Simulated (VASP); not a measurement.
# ZnO (I-43d) in VASP: a series of runs

ZnO is run at these levels: r2SCAN, PBE; tasks: single point, relaxation of cell and atoms.

All numbers are computed with VASP 6.6.1; they aren't measurements. Logs are shortened: lines on timing, memory, paths and dates and some standing lists are left out, and cuts for length are marked.

## (1) The cell of the first run

The structure is cubic, space group I-43d (No. 220). The conventional cell has a = 6.570 Å, b = 6.570 Å, c = 6.570 Å, α = 90.00°, β = 90.00°, γ = 90.00°. Zn (site symmetry -4) has 4 O at 2.01 Å within 2.7 Å. Within 2.7 Å of O (site symmetry -4) lie 4 Zn at 2.01 Å.

## (2) Single point, r2SCAN

POSCAR

```
ZnO
1.0
   -3.2849053426      3.2849053426      3.2849053426
    3.2849053426     -3.2849053426      3.2849053426
    3.2849053426      3.2849053426     -3.2849053426
Zn O
6 6
Direct
    0.1250000000      0.7500000000      0.8750000000
    0.6250000000      0.3750000000      0.2500000000
    0.7500000000      0.8750000000      0.1250000000
    0.8750000000      0.1250000000      0.7500000000
    0.3750000000      0.2500000000      0.6250000000
    0.2500000000      0.6250000000      0.3750000000
    0.7500000000      0.3750000000      0.6250000000
    0.1250000000      0.8750000000      0.2500000000
    0.2500000000      0.1250000000      0.8750000000
    0.3750000000      0.6250000000      0.7500000000
    0.8750000000      0.2500000000      0.1250000000
    0.6250000000      0.7500000000      0.3750000000
```

INCAR.step1

```
ALGO     = Normal         # electronic algorithm
EDIFF    = 1E-4           # SCF threshold, eV
ENCUT    = 520            # plane-wave cutoff, eV
GGA      = PE             # functional
ISMEAR   = 0              # smearing method
LASPH    = True           # aspherical terms in the spheres
LCHARG   = False          # write CHGCAR
LREAL    = False          # projectors in reciprocal space
LWAVE    = True           # write WAVECAR
NBANDS   = 66             # bands
NELM     = 100            # most SCF steps
PREC     = Accurate       # precision mode
SIGMA    = 0.02           # smearing width, eV
```

INCAR.step2

```
ALGO     = Normal         # electronic algorithm
EDIFF    = 1E-7           # SCF threshold, eV
ENCUT    = 520            # plane-wave cutoff, eV
ISIF     = 2              # what is computed and relaxed
ISMEAR   = 0              # smearing method
ISTART   = 1            
LASPH    = True           # aspherical terms in the spheres
LCHARG   = True           # write CHGCAR
LELF     = True           # ELF
LMIXTAU  = True         
LREAL    = False          # projectors in reciprocal space
LVHAR    = True         
LWAVE    = False          # write WAVECAR
METAGGA  = R2SCAN         # meta-GGA
NBANDS   = 66             # bands
NELM     = 100            # most SCF steps
PREC     = Accurate       # precision mode
SIGMA    = 0.02           # smearing width, eV
```

KPOINTS

```
k-points
0
Gamma
  8 8 8
```

Potentials or basis: VASP PAW PBE potentials, release 64 (Zn, O).

The run is started by

```
$ cat potpaw_PBE.64/Zn/POTCAR potpaw_PBE.64/O/POTCAR > POTCAR
$ cp INCAR.step1 INCAR
$ mpirun -np 1 vasp_std > vasp.out
$ cp INCAR.step2 INCAR
$ mpirun -np 1 vasp_std > vasp.out
```

OUTCAR:

```text
EDIFF = 1E-7
   ENCUT = 520
   ISIF = 2
   ISMEAR = 0
   ISTART = 1
   LASPH = True
   LREAL = False
   METAGGA = R2SCAN
   NELM = 100
   PREC = Accurate

 ion  position               nearest neighbor table
   1  0.125  0.750  0.875-   7 2.01   8 2.01   9 2.01  10 2.01
   2  0.625  0.375  0.250-   7 2.01   9 2.01  11 2.01  12 2.01
   3  0.750  0.875  0.125-   8 2.01  10 2.01  11 2.01  12 2.01
   4  0.875  0.125  0.750-   7 2.01   9 2.01  11 2.01  12 2.01
   5  0.375  0.250  0.625-   7 2.01   8 2.01   9 2.01  10 2.01
   6  0.250  0.625  0.375-   8 2.01  10 2.01  11 2.01  12 2.01
   7  0.750  0.375  0.625-   1 2.01   2 2.01   4 2.01   5 2.01
   8  0.125  0.875  0.250-   1 2.01   3 2.01   5 2.01   6 2.01
   9  0.250  0.125  0.875-   1 2.01   2 2.01   4 2.01   5 2.01
  10  0.375  0.625  0.750-   1 2.01   3 2.01   5 2.01   6 2.01
  11  0.875  0.250  0.125-   2 2.01   3 2.01   4 2.01   6 2.01
  12  0.625  0.750  0.375-   2 2.01   3 2.01   4 2.01   6 2.01

  LATTYP: Found a body centered cubic cell.
 ALAT       =     6.5698106852

  Lattice vectors:

 A1 = (  -3.2849053426,   3.2849053426,   3.2849053426)
 A2 = (   3.2849053426,  -3.2849053426,   3.2849053426)
 A3 = (   3.2849053426,   3.2849053426,  -3.2849053426)

Analysis of symmetry for initial positions (statically):
=====================================================================
 Subroutine PRICEL returns:
 Original cell was already a primitive cell.

 Routine SETGRP: Setting up the symmetry group for a
 body centered cubic supercell.

 Subroutine GETGRP returns: Found 24 space group operations
 (whereof  3 operations were pure point group operations)
 out of a pool of 48 trial point group operations.

The static configuration has the point symmetry C_3 .
 The point group associated with its full space group is T_d .

Analysis of symmetry for dynamics (positions and initial velocities):
=====================================================================
 Subroutine PRICEL returns:
 Original cell was already a primitive cell.

 Routine SETGRP: Setting up the symmetry group for a
 body centered cubic supercell.

 Subroutine GETGRP returns: Found 24 space group operations
 (whereof  3 operations were pure point group operations)
 out of a pool of 48 trial point group operations.

[... 128 lines left out ...]
   ISYM   =      2    0-nonsym 1-usesym 2-fastsym
   POTIM  = 0.5000    time-step for ionic-motion
   TEBEG  =    0.0;   TEEND  =   0.0 temperature during run
   PSTRESS=    0.0 pullay stress
   NELECT =     108.0000    total number of electrons
   NUPDOWN=      -1.0000    fix difference up-down
   EMIN   =  10.00;   EMAX   =-10.00  energy-range for DOS
   EFERMI =   0.00;   METHOD = LEGACY
   ISMEAR =     0;   SIGMA  =   0.02  broadening in eV -4-tet -1-fermi 0-gaus
   EFERMI_NEDOS =   21; number of points for ismear=-14 and -15
   IALGO  =     38    algorithm
   IMIX   =      4    mixing-type and parameters
     AMIX     =   0.40;   BMIX     =  1.00
     AMIX_MAG =   1.60;   BMIX_MAG =  1.00
  volume/ion in A,a.u.               =      11.82        79.73
  Fermi-wavevector in a.u.,A,eV,Ry     =   1.495110  2.825349 30.413848  2.235355
  Thomas-Fermi vector in A             =   2.607297
   LORBIT       =      0    0 simple, 1 ext, 2 COOP (PROOUT), +10 PAW based schemes
   METAGGA = R2SCAN    functional components
   LHFCALC =     F    Hartree Fock is set to
   AEXX    =    0.0000 exact exchange contribution
   IVDW    =     0    specifies the selected vdW correction
   LEPSILON=     F    determine dielectric tensor
   LRPA    =     F    only Hartree local field effects (RPA)
 non-spin polarized calculation
 Gauss-broadening in eV      SIGMA  =   0.02
  energy-cutoff  :      520.00
  volume of cell :      141.78
 maximum number of plane-waves:      3884
   NGX = 21   NGY = 21   NGZ = 21

 number of electron     107.9999971 magnetization

 Free energy of the ion-electron system (eV)
  ---------------------------------------------------
  ext. energy  EPLUGINS =         0.00000000
  ---------------------------------------------------
  free energy    TOTEN  =      -107.23874940 eV

  energy without entropy =     -107.23874940  energy(sigma->0) =     -107.23874940

 E-fermi :   1.0004     XC(G=0): -11.7686

 val. band max:        0.8601711662   @ k =   0.0000   0.0000   0.0000
 cond. band min:       1.7380358126   @ k =   0.0000   0.0000   0.0000
 fundamental gap:      0.8778646464
 Fermi energy:         1.0004023136

 k-point     1 :       0.0000    0.0000    0.0000
  band No.  band energies     occupation
      1     -18.0172      2.00000
      2     -17.1511      2.00000
      3     -17.1511      2.00000
      4     -17.1511      2.00000
      5     -17.1078      2.00000
      6     -17.1078      2.00000
[... 1645 lines left out ...]
     65      10.3533      0.00000
     66      11.9809      0.00000

 [... further k-points ...]

------------------------ aborting loop because EDIFF is reached ----------------------------------------

  FORCE on cell =-STRESS in cart. coord.  units (eV):
  Direction    XX          YY          ZZ          XY          YZ          ZX
  --------------------------------------------------------------------------------------
  -------------------------------------------------------------------------------------
  Total       -4.6719758     -4.6719758     -4.6719758      0.0000000     -0.0000000     -0.0000000
  in kB      -52.7937608    -52.7937608    -52.7937608      0.0000000     -0.0000000     -0.0000000
  external PRESSURE =     -52.7937608 kB  Pullay stress =       0.0000000 kB

 VOLUME and BASIS-vectors are now :
 -----------------------------------------------------------------------------
  energy-cutoff  :      520.00
  volume of cell :      141.78
      direct lattice vectors                 reciprocal lattice vectors
    -3.284905343  3.284905343  3.284905343     0.000000000  0.152211387  0.152211387
     3.284905343 -3.284905343  3.284905343     0.152211387  0.000000000  0.152211387
     3.284905343  3.284905343 -3.284905343     0.152211387  0.152211387  0.000000000

 POSITION                                       TOTAL-FORCE (eV/Angst)
 -----------------------------------------------------------------------------------
      4.92736      0.82123      0.00000        -0.000000     -0.000000      0.000000
      0.00000      1.64245      2.46368        -0.000000     -0.000000     -0.000000
      0.82123     -0.00000      4.92736         0.000000      0.000000     -0.000000
     -0.00000      4.92736      0.82123         0.000000     -0.000000      0.000000
      1.64245      2.46368      0.00000         0.000000      0.000000     -0.000000
      2.46368      0.00000      1.64245        -0.000000     -0.000000      0.000000
      0.82123      3.28491      1.64245         0.000000      0.000000     -0.000000
      3.28491     -1.64245      2.46368         0.000000      0.000000     -0.000000
      2.46368      3.28491     -1.64245         0.000000      0.000000     -0.000000
      3.28491      1.64245      0.82123         0.000000      0.000000     -0.000000
     -1.64245      2.46368      3.28491         0.000000      0.000000     -0.000000
      1.64245      0.82123      3.28491         0.000000      0.000000     -0.000000
 -----------------------------------------------------------------------------------
    total drift:                                0.002412      0.002412      0.002414

  FREE ENERGIE OF THE ION-ELECTRON SYSTEM (eV)
  ---------------------------------------------------
  free  energy   TOTEN  =      -107.2387493976 eV

  energy  without entropy=     -107.2387493976  energy(sigma->0) =     -107.23874940
```

Wall time 13 min (1 thread of Intel Xeon Platinum 8488C (Sapphire Rapids), shared host); peak memory 0.4 GiB.

What came out:

```yaml
Free_energy: -107.2387 eV
Pressure: -5.3 GPa
Band_gap_on_the_k_mesh: 0.88 eV
```

Caveat: the cell stands under tension; the PAW data sets were made with another functional, which shifts forces and pressure a little. A k mesh can miss the band edges.

(Continued in part 2 of 3.)
